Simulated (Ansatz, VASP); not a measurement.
Mo in VASP and in Ansatz

```
CELL_PARAMETERS angstrom
-1.97477 1.97461 1.36571
1.97461 -1.97477 1.36571
3.25139 3.25139 -1.36600
ATOMIC_POSITIONS crystal
Mo 0.99996 0.00004 0.00000
Mo 0.75004 0.24996 0.50000
```

Alike in both runs: task single point; functional revPBE; k mesh 15 × 15 × 8; occupations fermi-dirac, width 0.1 eV; no spin polarisation.

|  | VASP | Ansatz |
| --- | --- | --- |
| version | VASP 6.6.1 | Ansatz 0.2.0 |
| potentials or method | VASP PAW PBE potentials, release 64 (Mo_sv), cutoff 520 eV | plane waves (420 eV) with PAW, scalar-relativistic |
| valence electrons in the cell | 28 | 28 |

```csv
,VASP,Ansatz,Ansatz less VASP
pressure (GPa),-15.1,-15.5,-0.35
"traceless stress, the component that is largest in VASP (GPa)",-0.71,-0.73,-0.016
```

VASP's potentials were made for PBE, not for revPBE.
